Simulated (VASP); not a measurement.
**C: single point with r2SCAN**

The system is C.

```xyz
4
Lattice="2.3535 0.0000 0.0000 -1.1767 2.0382 0.0000 0.0000 0.0000 6.7182" Properties=species:S:1:pos:R:3 pbc="T T T"
C     1.1767    2.0382    1.6795
C     0.0000    0.0000    5.0386
C     0.0000    1.3588    1.6795
C     1.1767    0.6794    5.0386
```

This cell differs from its parent crystal: volume scaled by 0.88.

```yaml
Program: VASP 6.6.1
Task: single point
Functional: r2SCAN
Potentials_or_basis: VASP PAW PBE potentials, release 64 (C)
Cutoff: 520 eV
k_mesh: 14 × 14 × 4
Occupations: fermi-dirac, width 0.05 eV
Spin: no spin polarisation
```

The pressure is 44.8 GPa and the band gap on the k mesh is 1.15 eV, direct.

Stress tensor (GPa, compression positive):
```
66.62  0.00  0.00
 0.00 66.62  0.00
 0.00  0.00  1.04
```

Levels at points of the mesh, in eV from the valence-band top:
| k point | band 5 | band 6 | band 7 | band 8 | band 9 | band 10 | band 11 | band 12 |
| --- | --- | --- | --- | --- | --- | --- | --- | --- |
| (0.00, 0.00, 0.00) | -2.62 | -2.62 | -2.60 | -2.60 | 4.40 | 10.12 | 10.12 | 10.17 |
| (0.50, 0.00, 0.00) | -6.70 | -6.65 | -2.67 | -2.00 | 2.14 | 2.91 | 9.47 | 9.86 |
| (0.00, 0.00, 0.50) | -2.61 | -2.61 | -2.61 | -2.61 | 7.14 | 7.14 | 10.15 | 10.15 |
| (0.50, 0.00, 0.50) | -6.67 | -6.67 | -2.28 | -2.28 | 2.33 | 2.33 | 9.66 | 9.66 |

Wall time 49 s on 1 thread of Intel(R) Xeon(R) 6975P-C (Granite Rapids), on a shared host, peak memory 0.15 GiB.

Caveat: the PAW data sets were made with another functional, which shifts forces and pressure a little. A k mesh can miss the band edges.
